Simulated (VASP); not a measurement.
TaN:

```
Ta N
1.0
     0.00000    2.15579    2.15579
     2.15579    0.00000    2.15579
     2.15579    2.15579    0.00000
Ta N
1 1
Direct
  0.50000 0.50000 0.50000
  0.00000 0.00000 0.00000
```

Base run:

- Program: VASP 6.6.1
- Functional: LDA
- Potentials or basis: VASP PAW LDA potentials, release 64 (Ta_pv, N)
- Cutoff: 520 eV
- k mesh: 18 × 18 × 18
- Occupations: gaussian, width 0.15 eV
- Spin: no spin polarisation

Its results: band gap on the k mesh zero (band 8 reaches 12.17 eV, above the bottom of band 9 at 7.79 eV); pressure 12.4 GPa.

Question: The run is repeated on the same cell with these changes: potentials or basis from VASP PAW LDA potentials, release 64 (Ta_pv, N) to VASP PAW LDA potentials, release 64 (Ta_sv_GW, N); cutoff from 520 eV to 600 eV; further incar settings from ALGO = Normal; EDIFF = 1e-06; NBANDS = 15 to ALGO = Normal; EDIFF = 1e-06; NBANDS = 16; valence electrons from 16 to 18. What comes out?

Answer: Band gap on the k mesh zero (band 9 reaches 16.50 eV, above the bottom of band 10 at 12.13 eV); pressure 11.5 GPa.

Caveats: spin-orbit coupling is left out, which moves the levels of the heavy elements.
